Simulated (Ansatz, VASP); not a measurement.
## One calculation of Ti, two programs

The input INCAR:

```
PREC = Accurate ; ENCUT = 520
EDIFF = 1E-7 ; ISMEAR = 0
SIGMA = 0.15 ; LREAL = False
LASPH = True ; NELM = 100
ALGO = Fast ; ISIF = 2
LWAVE = False ; LCHARG = False
GGA = PS ; NBANDS = 19
```

File KPOINTS:

```
Automatic mesh
0
Gamma
  24 24 14
```

Contents of POSCAR:

```
Ti
1.0
    2.7844177923      0.0000000000      0.0000000000
   -1.3922088961      2.4113765429      0.0000000000
    0.0000000000      0.0000000000      4.5909904468
Ti
2
Direct
    0.3333333333      0.6666666667      0.2500000000
    0.6666666667      0.3333333333      0.7500000000
```

Input for Ansatz:

```yaml
crystal:
  lattice:
    - [2.7844177923, 0.0, 0.0]
    - [-1.3922088961, 2.4113765429, 0.0]
    - [0.0, 0.0, 4.5909904468]
  atoms:
    - { symbol: Ti, position: [0.3333333333, 0.6666666667, 0.25] }
    - { symbol: Ti, position: [0.6666666667, 0.3333333333, 0.75] }
basis:
  ecutwfc: 420
kpoints:
  mp_grid: { grid: [24, 24, 14] }
hamiltonian:
  xc: pbesol
scf:
  occupations: { method: gaussian, width: 0.15 }
output:
  forces: true
  stress: true
  eigenvalues: true
  write_density: true
  write_potential: true
  elf: true
  volumetric_format: npy
```

Change from the starting cell: strain -0.040 along x and y, +0.000 along z, atoms carried along.

Alike in both runs: task single point; functional PBEsol; k mesh 24 × 24 × 14; occupations gaussian, width 0.15 eV; no spin polarisation.

|  | VASP | Ansatz |
| --- | --- | --- |
| version | VASP 6.6.1 | Ansatz 0.2.0 |
| potentials or method | VASP PAW PBE potentials, release 64 (Ti_sv), cutoff 520 eV | scalar-relativistic, plane waves, PAW |
| valence electrons in the cell | 24 | 24 |

|  | VASP | Ansatz | Ansatz less VASP |
| --- | --- | --- | --- |
| gap on the k mesh at the Fermi level (eV) | none | none | - |
| pressure (GPa) | 10.6 | 11.1 | +0.48 |
| traceless stress, the component that is largest in VASP (GPa) | -3.17 | -3.19 | -0.017 |

VASP's potentials were made for PBE, not for PBEsol. A gap of «none» marks a metal or a gap that the smearing closes. With one functional, cell and mesh, what is left measures potentials, basis and numerics.
